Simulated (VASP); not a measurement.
AlGa2P3:

```xyz
12
Lattice="3.8670 -0.0675 0.0125 -1.9920 3.3877 0.0084 0.0616 0.0837 19.2336" Properties=species:S:1:pos:R:3 pbc="T T T"
Al    1.9627    1.1012   16.0731
Al    0.0179    2.2185    6.3755
Ga    1.9522    1.1041    3.1909
Ga    1.9401    1.0795    9.5423
Ga   -0.0405    2.2128    0.0049
Ga   -0.0256    2.2945   12.7886
P     2.0548    1.1528    5.6612
P     2.0198    1.1729   12.0371
P     1.8846    1.1177   18.4154
P    -0.0942    2.2965    2.4296
P     0.0101    2.3161    8.9177
P    -0.0774    2.3357   15.2441
```

| Property | Result |
| --- | --- |
| Program | VASP 6.6.1 |
| Task | relaxation of cell and atoms |
| Functional | PBE |
| Potentials or basis | VASP PAW PBE potentials, release 64 (Al, Ga_d, P) |
| Cutoff | 600 eV |
| k mesh | 6 × 6 × 1 |
| Occupations | gaussian, width 0.1 eV |
| Spin | no spin polarisation |

At the start: pressure 1.3 GPa; volume 20.78 Å³/atom.

How do energy, volume and symmetry change on relaxing?

Over 21 steps the energy falls by 60.4 meV/atom and the volume is 20.87 Å³/atom (+0.4 %); space group P1 (No. 1, to 0.1 Å) before, P6_3mc (No. 186, to 0.1 Å).

The path:
```
step  energy change (eV)  largest force (eV/Å)  pressure (GPa)  volume (Å³)
   1              0.0000                2.1629            1.28       249.37
   2             -0.6010                0.6278           -1.30       255.24
   3             -0.6421                0.5963           -1.00       253.97
   4             -0.7067                0.2169            0.24       249.77
   5             -0.7069                0.2201            0.34       249.56
   6             -0.7160                0.0865           -0.06       250.65
   7             -0.7162                0.1049           -0.12       250.86
   8             -0.7189                0.0706           -0.03       250.55
   9             -0.7192                0.0590            0.02       250.41
  10             -0.7201                0.0468            0.01       250.42
  11             -0.7204                0.0507            0.01       250.44
  12             -0.7213                0.0399           -0.01       250.47
  13             -0.7223                0.0539           -0.03       250.54
  14             -0.7222                0.0927           -0.07       250.67
  15             -0.7226                0.0671           -0.03       250.60
  16             -0.7231                0.0572           -0.03       250.58
  17             -0.7242                0.0429            0.01       250.52
  18             -0.7234                0.0947            0.03       250.40
  19             -0.7244                0.0578            0.00       250.48
  20             -0.7248                0.0351            0.01       250.48
  21             -0.7250                0.0234            0.01       250.47
```

Final structure:
```
CELL_PARAMETERS angstrom
3.88370 -0.00042 -0.00001
-1.94211 3.36447 0.00091
0.00351 0.00776 19.16953
ATOMIC_POSITIONS crystal
Al 0.66116 0.33198 0.83301
Al 0.33842 0.66824 0.33288
Ga 0.66677 0.33262 0.16654
Ga 0.67276 0.33475 0.50020
Ga 0.32856 0.66616 0.99989
Ga 0.33265 0.66653 0.66703
P 0.67140 0.33474 0.29144
P 0.66640 0.33318 0.62507
P 0.66125 0.33262 0.95772
P 0.33278 0.66571 0.12461
P 0.33986 0.66829 0.45773
P 0.32799 0.66517 0.79185
```
